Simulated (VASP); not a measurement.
Set up this calculation in VASP 6.6.1, as the native input.

```yaml
Task: single point
Functional: BLYP
Dispersion: D3(BJ)
Potentials_or_basis: VASP PAW PBE potentials, release 64 (Pd)
Cutoff: 520 eV
k_mesh: 12 × 12 × 12
Occupations: fermi-dirac, width 0.05 eV
Spin: no spin polarisation
Dipole_correction: no
Further_INCAR_settings: ALGO = Fast; EDIFF = 1e-07; NBANDS = 11
```

The structure of Pd lies in POSCAR:

```
Pd
1.0
   -1.5506032745      1.5506032745      1.5506032745
    1.5506032745     -1.5506032745      1.5506032745
    1.5506032745      1.5506032745     -1.5506032745
Pd
1
Direct
    0.0000000000      0.0000000000      0.0000000000
```

The input as run:

INCAR

```
PREC = Accurate
ENCUT = 520
EDIFF = 1E-7
ISMEAR = -1
SIGMA = 0.05
LREAL = False
LASPH = True
NELM = 60
ALGO = Fast
ISIF = 2
LWAVE = False
LCHARG = True
GGA = B5
ALDAX = 1.0
AGGAX = 1.0
AGGAC = 1.0
ALDAC = 0.0
IVDW = 12
VDW_S6 = 1.0
VDW_S8 = 2.6996
VDW_A1 = 0.4298
VDW_A2 = 4.2359
LELF = True
LVHAR = True
NBANDS = 11
```

KPOINTS

```
Automatic mesh
0
Gamma
  12 12 12
```

Potentials or basis: VASP PAW PBE potentials, release 64 (Pd).

The run is started by

```console
$ cat potpaw_PBE.64/Pd/POTCAR > POTCAR
$ mpirun -np 1 vasp_std > vasp.out
```

Results of the run:

```yaml
Pressure: 0.4 GPa
Band_gap_on_the_k_mesh: zero (band 5 reaches 10.72 eV, above the bottom of band 6 at 9.03 eV)
Dispersion_energy_per_atom: -1.511 eV
```

Caveat: the PAW data sets were made with another functional, which shifts forces and pressure a little; pairwise dispersion overbinds metals, which lowers pressure and volume.

Run time: 8.6 s on 1 thread of Intel(R) Xeon(R) 6975P-C (Granite Rapids) (shared host), peak memory 0.14 GiB.
